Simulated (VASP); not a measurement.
Wanted: the native input for a VASP 6.6.1 run.

```
Task                   : single point
Functional             : PBE
Potentials or basis    : VASP PAW PBE potentials, release 64 (Sc_sv, Ag, C, N)
Cutoff                 : 520 eV
k mesh                 : 4 × 4 × 4
Occupations            : gaussian, width 0.1 eV
Spin                   : no spin polarisation
Dipole correction      : no
Further INCAR settings : ALGO = Normal; EDIFF = 1e-06; NBANDS = 40
```

The structure of ScAgC4N4 lies in POSCAR:

```
ScAgC4N4
1.0
    6.1337692600      0.0000000000      0.0000000000
    0.0000000000      6.1337692600      0.0000000000
    0.0000000000      0.0000000000      6.1337692600
Sc Ag C N
1 1 4 4
Direct
    0.5000000000      0.5000000000      0.5000000000
    0.0000000000      0.0000000000      0.0000000000
    0.1903238000      0.1903238000      0.1903238000
    0.1903238000      0.8096762000      0.8096762000
    0.8096762000      0.1903238000      0.8096762000
    0.8096762000      0.8096762000      0.1903238000
    0.3004518100      0.3004518100      0.3004518100
    0.3004518100      0.6995481900      0.6995481900
    0.6995481900      0.3004518100      0.6995481900
    0.6995481900      0.6995481900      0.3004518100
```

The input as run:

INCAR

```
SYSTEM = ScAgC4N4
PREC = Accurate
ENCUT = 520
EDIFF = 1E-6
ISMEAR = 0
SIGMA = 0.1
LREAL = .False.
LASPH = .True.
NELM = 100
ALGO = Normal
ISIF = 2
LWAVE = .False.
LCHARG = .False.
GGA = PE
NBANDS = 40
```

KPOINTS

```
regular mesh
0
Gamma
  4 4 4
  0 0 0
```

Potentials or basis: VASP PAW PBE potentials, release 64 (Sc_sv, Ag, C, N).

Run with:

```bash
$ cat potpaw_PBE.64/Sc_sv/POTCAR potpaw_PBE.64/Ag/POTCAR potpaw_PBE.64/C/POTCAR potpaw_PBE.64/N/POTCAR > POTCAR
$ mpirun -np 1 vasp_std > vasp.out
```

It gave:

```json
{
  "Pressure": "2.8 GPa",
  "Largest force": "1.830 eV/Å",
  "Band gap on the k mesh": "2.59 eV, direct"
}
```

Caveat: forces of over 1 eV/Å act on the atoms, so gaps and moduli don't describe the material at rest.

It took 70 s on 1 thread of Intel(R) Xeon(R) 6975P-C (Granite Rapids), with other jobs on the host, peak memory 0.38 GiB.
